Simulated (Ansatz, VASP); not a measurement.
**SnO2: VASP beside Ansatz**

The input POSCAR:

```
SnO2
1.0
    3.2305756168      0.0000000000      0.0000000000
   -1.6152878084      2.7977605530      0.0000000000
    0.0000000000      0.0000000000     10.7905620000
Sn O
2 4
Direct
    0.0000000000      0.0000000000      0.0000000000
    0.0000000000      0.0000000000      0.5000000000
    0.3333333333      0.6666666667      0.9058620000
    0.3333333333      0.6666666667      0.5941380000
    0.6666666667      0.3333333333      0.0941380000
    0.6666666667      0.3333333333      0.4058620000
```

The input INCAR.step1:

```
PREC = Accurate
ENCUT = 600
ISMEAR = -1
SIGMA = 0.05
LREAL = F
LASPH = T
NELM = 80
GGA = PE
ALGO = Normal
EDIFF = 1E-4
LWAVE = T
LCHARG = F
```

Contents of INCAR.step2:

```
PREC = Accurate
ENCUT = 600
EDIFF = 1E-6
ISMEAR = -1
SIGMA = 0.05
LREAL = F
LASPH = T
NELM = 80
ALGO = Normal
ISIF = 3
LWAVE = F
LCHARG = F
METAGGA = R2SCAN
LMIXTAU = T
IBRION = 2
NSW = 60
EDIFFG = -0.01
ISTART = 1
```

The input KPOINTS:

```
Automatic mesh
0
Gamma
  9 9 3
```

The input input.yaml:

```yaml
crystal:
  lattice:
    - [3.2305756168, 0.0, 0.0]
    - [-1.6152878084, 2.797760553, 0.0]
    - [0.0, 0.0, 10.790562]
  atoms:
    - { symbol: Sn, position: [0.0, 0.0, 0.0] }
    - { symbol: Sn, position: [0.0, 0.0, 0.5] }
    - { symbol: O, position: [0.3333333333, 0.6666666667, 0.905862] }
    - { symbol: O, position: [0.3333333333, 0.6666666667, 0.594138] }
    - { symbol: O, position: [0.6666666667, 0.3333333333, 0.094138] }
    - { symbol: O, position: [0.6666666667, 0.3333333333, 0.405862] }
hamiltonian:
  xc: r2scan
  pseudopotentials: { kind: paw }
kpoints:
  mp_grid: { grid: [9, 9, 3] }
scf:
  occupations: { method: fermi_dirac, width: 0.05 }
output:
  forces: true
  stress: true
  eigenvalues: true
  write_density: true
  write_potential: true
  elf: true
  volumetric_format: npy
relax:
  f_tol: 0.01
  max_steps: 40
  cell: { stress_tol: 0.05 }
```

Alike in both runs: task relaxation of cell and atoms; functional r2SCAN; k mesh 9 × 9 × 3; occupations fermi-dirac, width 0.05 eV; no spin polarisation.

|  | VASP | Ansatz |
| --- | --- | --- |
| version | VASP 6.6.1 | Ansatz 0.2.0 |
| potentials or method | VASP PAW PBE potentials, release 64 (Sn_d, O) | Ansatz PAW |
| plane-wave cutoff (eV) | 600 | 500 |
| valence electrons in the cell | 52 | 52 |

|  | VASP | Ansatz | Ansatz less VASP |
| --- | --- | --- | --- |
| gap on the k mesh at the Fermi level, each at its own relaxed structure (eV) | 2.86 | 3.03 | +0.163 |
| relaxed volume (Å³/atom) | 15.75 | 16.29 | +0.536 |
| relaxed length of the cell vector where the two differ most in proportion (Å) | 10.694 | 11.100 | +0.4067 |

VASP's potentials were made for PBE, not for r2SCAN.

Noted on Ansatz's run: odd divisions of the mesh miss points on the zone boundary, where band edges often lie, so the gap on the mesh can be too wide; the plane-wave basis is chosen anew once the cell has moved, so the energies of steps on either side of that aren't comparable.
